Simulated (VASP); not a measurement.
# ScAl (Pm-3m) in VASP: notebook

ScAl is run at these levels: LDA; tasks: vibrations by perturbation theory.

Everything below comes from runs of VASP 6.6.1. Logs are shortened: lines on timing, memory, paths and dates and some standing lists are left out, and cuts for length are marked.

**1. The cell of the first run**

It takes space group Pm-3m (No. 221, cubic). Conventional cell: a = 3.288 Å, b = 3.288 Å, c = 3.288 Å, α = 90.00°, β = 90.00°, γ = 90.00°. Within 3.8 Å of Sc (site symmetry m-3m) lie 8 Al at 2.85 Å and 6 Sc at 3.29 Å. Within 3.8 Å of Al (site symmetry m-3m) lie 8 Sc at 2.85 Å and 6 Al at 3.29 Å.

**2. Vibrations by perturbation theory, LDA (phonons at volume x 0.98)**

Contents of INCAR:

```
PREC = Accurate
ENCUT = 520
EDIFF = 1E-8
ISMEAR = -1
SIGMA = 0.15
LREAL = False
LASPH = True
NELM = 60
ALGO = Fast
ISIF = 2
LWAVE = False
LCHARG = False
GGA = CA
NBANDS = 14
IBRION = 8
NSW = 1
```

Contents of KPOINTS:

```
Automatic mesh
0
Gamma
  12 12 12
```

Contents of POSCAR:

```
ScAl
1.0
    3.2881605749      0.0000000000      0.0000000000
    0.0000000000      3.2881605749      0.0000000000
    0.0000000000      0.0000000000      3.2881605749
Sc Al
1 1
Direct
    0.5000000000      0.5000000000      0.5000000000
    0.0000000000      0.0000000000      0.0000000000
```

Potentials or basis: VASP PAW LDA potentials, release 64 (Sc_sv, Al).

The run is started by

```
$ cat potpaw_LDA.64/Sc_sv/POTCAR potpaw_LDA.64/Al/POTCAR > POTCAR
$ mpirun -np 1 vasp_std > vasp.out
```

OUTCAR:

```text
PREC = Accurate
   ENCUT = 520
   EDIFF = 1E-8
   ISMEAR = -1
   LREAL = False
   LASPH = True
   NELM = 60
   ISIF = 2
   GGA = CA
   IBRION = 8
   NSW = 1

 ion  position               nearest neighbor table
   1  0.500  0.500  0.500-   2 2.85   2 2.85   2 2.85   2 2.85   2 2.85   2 2.85   2 2.85   2 2.85

   2  0.000  0.000  0.000-   1 2.85   1 2.85   1 2.85   1 2.85   1 2.85   1 2.85   1 2.85   1 2.85

  LATTYP: Found a simple cubic cell.
 ALAT       =     3.2881605749

  Lattice vectors:

 A1 = (   3.2881605749,   0.0000000000,   0.0000000000)
 A2 = (   0.0000000000,   3.2881605749,   0.0000000000)
 A3 = (   0.0000000000,   0.0000000000,   3.2881605749)

Analysis of symmetry for initial positions (statically):
=====================================================================
 Subroutine PRICEL returns:
 Original cell was already a primitive cell.

 Routine SETGRP: Setting up the symmetry group for a
 simple cubic supercell.

 Subroutine GETGRP returns: Found 48 space group operations
 (whereof 48 operations were pure point group operations)
 out of a pool of 48 trial point group operations.

The static configuration has the point symmetry O_h .

Analysis of symmetry for dynamics (positions and initial velocities):
=====================================================================
 Subroutine PRICEL returns:
 Original cell was already a primitive cell.

 Routine SETGRP: Setting up the symmetry group for a
 simple cubic supercell.

 Subroutine GETGRP returns: Found 48 space group operations
 (whereof 48 operations were pure point group operations)
 out of a pool of 48 trial point group operations.

The dynamic configuration has the point symmetry O_h .

 Subroutine INISYM returns: Found 48 space group operations
 (whereof 48 operations are pure point group operations),
 and found     1 'primitive' translations

----------------------------------------------------------------------------------------

                                     Primitive cell

  volume of cell :      35.5516

  direct lattice vectors                    reciprocal lattice vectors
     3.288160575  0.000000000  0.000000000     0.304121401  0.000000000  0.000000000
     0.000000000  3.288160575  0.000000000     0.000000000  0.304121401  0.000000000
     0.000000000  0.000000000  3.288160575     0.000000000  0.000000000  0.304121401

  length of vectors
     3.288160575  3.288160575  3.288160575     0.304121401  0.304121401  0.304121401

  position of ions in fractional coordinates (direct lattice)
     0.500000000  0.500000000  0.500000000
     0.000000000  0.000000000  0.000000000

  ion indices of the primitive-cell ions
   primitive index   ion index
                 1           1
                 2           2

----------------------------------------------------------------------------------------

 KPOINTS: Automatic mesh

Automatic generation of k-mesh.
 Grid dimensions read from file:
 generate k-points for:   12   12   12

 Generating k-lattice:

  Cartesian coordinates                     Fractional coordinates (reciprocal lattice)
     0.025343450  0.000000000  0.000000000     0.083333333  0.000000000  0.000000000
     0.000000000  0.025343450  0.000000000     0.000000000  0.083333333  0.000000000
     0.000000000  0.000000000  0.025343450     0.000000000  0.000000000  0.083333333

  Length of vectors
     0.025343450  0.025343450  0.025343450

  Shift w.r.t. Gamma in fractional coordinates (k-lattice)
     0.000000000  0.000000000  0.000000000
[... 84 lines left out ...]
  energy-cutoff  :      520.00
  volume of cell :       35.55
 maximum number of plane-waves:       976
   NGX = 13   NGY = 13   NGZ = 13

--------------------------------------- Ionic step        1  -------------------------------------------

 number of electron      13.9999995 magnetization

 Free energy of the ion-electron system (eV)
  ---------------------------------------------------
  ext. energy  EPLUGINS =         0.00000000
  ---------------------------------------------------
  free energy    TOTEN  =       -11.91652099 eV

  energy without entropy =      -11.84628731  energy(sigma->0) =      -11.88140415

 E-fermi :   6.3907     XC(G=0): -10.8387

 val. band max:        6.3499043432   @ k =   0.4167   0.4167   0.0833
 cond. band min:       6.4072548993   @ k =   0.5000   0.4167   0.1667
 fundamental gap:      0.0573505561
 Fermi energy:         6.3907300140

 k-point     1 :       0.0000    0.0000    0.0000
  band No.  band energies     occupation
      1     -42.2048      2.00000
      2     -21.1291      2.00000
      3     -21.1291      2.00000
      4     -21.1291      2.00000
      5      -2.2707      2.00000
      6       5.6220      1.98818
      7       5.6220      1.98818
      8       9.3016      0.00000
      9       9.3016      0.00000
     10       9.3016      0.00000
     11      10.4854      0.00000
     12      10.4854      0.00000
     13      10.4854      0.00000
     14      15.5101      0.00000
[... 377 lines left out ...]
      1     -42.1685      2.00000
      2     -21.3291      2.00000
      3     -21.2808      2.00000
      4     -21.0922      2.00000
      5       1.0388      2.00000
      6       3.6760      2.00000
      7       5.0495      1.99974
      8       6.7089      0.21410
      9       7.8260      0.00014
     10       8.2800      0.00001
     11      10.3391      0.00000
     12      11.7797      0.00000
     13      12.7657      0.00000
     14      14.3062      0.00000

 [... further k-points ...]

------------------------ aborting loop because EDIFF is reached ----------------------------------------

  FORCE on cell =-STRESS in cart. coord.  units (eV):
  Direction    XX          YY          ZZ          XY          YZ          ZX
  --------------------------------------------------------------------------------------
  -------------------------------------------------------------------------------------
  Total        0.4479832      0.4479832      0.4479832      0.0000000     -0.0000000      0.0000000
  in kB       20.1889259     20.1889259     20.1889259      0.0000000     -0.0000000      0.0000000
  external PRESSURE =      20.1889259 kB  Pullay stress =       0.0000000 kB

 VOLUME and BASIS-vectors are now :
 -----------------------------------------------------------------------------
  energy-cutoff  :      520.00
  volume of cell :       35.55
      direct lattice vectors                 reciprocal lattice vectors
     3.288160575  0.000000000  0.000000000     0.304121401  0.000000000  0.000000000
     0.000000000  3.288160575  0.000000000     0.000000000  0.304121401  0.000000000
     0.000000000  0.000000000  3.288160575     0.000000000  0.000000000  0.304121401

 POSITION                                       TOTAL-FORCE (eV/Angst)
 -----------------------------------------------------------------------------------
      1.64408      1.64408      1.64408         0.000000      0.000000      0.000000
      0.00000      0.00000      0.00000         0.000000      0.000000      0.000000
 -----------------------------------------------------------------------------------
    total drift:                                0.000000     -0.000000     -0.000000

  FREE ENERGIE OF THE ION-ELECTRON SYSTEM (eV)
  ---------------------------------------------------
  free  energy   TOTEN  =       -11.9165209896 eV

  energy  without entropy=      -11.8462873077  energy(sigma->0) =      -11.88140415

[... ionic steps 2 to 3 ...]

--------------------------------------- Ionic step        4  -------------------------------------------

------------------------ aborting loop because EDIFF is reached ----------------------------------------

[... ionic steps 5 to 6 ...]

--------------------------------------- Ionic step        7  -------------------------------------------

 Free energy of the ion-electron system (eV)
  ---------------------------------------------------
  ---------------------------------------------------
  free energy    TOTEN  =        -0.00621488 eV

  energy without entropy =       -0.00621488

------------------------ aborting loop because EDIFF is reached ----------------------------------------

 INTERNAL STRAIN TENSOR  FOR ION    2  DIRECTION 1   (eV/Angst):
 -----------------------------------------------------------------------------
    -0.01769  0.00000 -0.00000
     0.00000  0.01062  0.00000
    -0.00000  0.00000  0.01062

 INTERNAL STRAIN TENSOR FOR ION    2 for displacements in x,y,z  (eV/Angst):
          X           Y           Z          XY          YZ          ZX
  --------------------------------------------------------------------------------
  x     0.00000     0.00000     0.00000     0.00000     0.00000     0.00000
  y     0.00000     0.00000     0.00000     0.00000     0.00000     0.00000
  z     0.00000     0.00000     0.00000     0.00000     0.00000     0.00000

 SECOND DERIVATIVES (NOT SYMMETRIZED)
 ------------------------------------
               1X          1Y          1Z          2X          2Y          2Z
  1X    -5.793822    0.000000   -0.000000    5.793822   -0.000000    0.000000
  1Y    -0.000000   -5.793822   -0.000000    0.000000    5.793822    0.000000
  1Z    -0.000000   -0.000000   -5.793822    0.000000    0.000000    5.793822
  2X     5.795816    0.000000    0.000000   -5.795816   -0.000000    0.000000
  2Y     0.000000    5.795816   -0.000000   -0.000000   -5.795816    0.000000
  2Z     0.000000    0.000000    5.795816   -0.000000   -0.000000   -5.795816

 Eigenvectors and eigenvalues of the dynamical matrix
 ----------------------------------------------------

   1 f  =    9.165018 THz    57.585503 2PiTHz  305.712078 cm-1    37.903450 meV
             X         Y         Z           dx          dy          dz
      1.644080  1.644080  1.644080     0.612359   -0.000000   -0.000000
      0.000000  0.000000  0.000000    -0.790580    0.000000    0.000000
[... 21 lines left out ...]
   6 f/i=    0.000763 THz     0.004795 2PiTHz    0.025457 cm-1     0.003156 meV
             X         Y         Z           dx          dy          dz
      1.644080  1.644080  1.644080     0.790580    0.000000   -0.000000
      0.000000  0.000000  0.000000     0.612359    0.000000    0.000000

--------------------------------------------------------------------------------------------------------

 ELASTIC MODULI CONTR FROM IONIC RELAXATION (kBar)
 Direction    XX          YY          ZZ          XY          YZ          ZX
 --------------------------------------------------------------------------------
 XX           0.0000      0.0000      0.0000      0.0000      0.0000      0.0000
 YY           0.0000      0.0000      0.0000      0.0000      0.0000      0.0000
 ZZ           0.0000      0.0000      0.0000      0.0000      0.0000      0.0000
 XY           0.0000      0.0000      0.0000      0.0000      0.0000      0.0000
 YZ           0.0000      0.0000      0.0000      0.0000      0.0000      0.0000
 ZX           0.0000      0.0000      0.0000      0.0000      0.0000      0.0000
 --------------------------------------------------------------------------------
```

Wall time 5.1 min (1 thread of AMD EPYC 7R43 (Zen 3), shared host); peak memory 0.31 GiB.

What came out:

* Highest phonon frequency at Γ, LO-TO splitting left out: 306 cm⁻¹

Phonon frequencies in cm⁻¹ (negative: imaginary):
| q point | frequencies |
| --- | --- |
| (0.000, 0.000, 0.000) | 0 0 0 306 306 306 |

Caveat: the cell differs from its parent crystal (phonons at volume x 0.98); the cell wasn't relaxed at this level first, which shifts response properties.

[end of part 1 of 2]
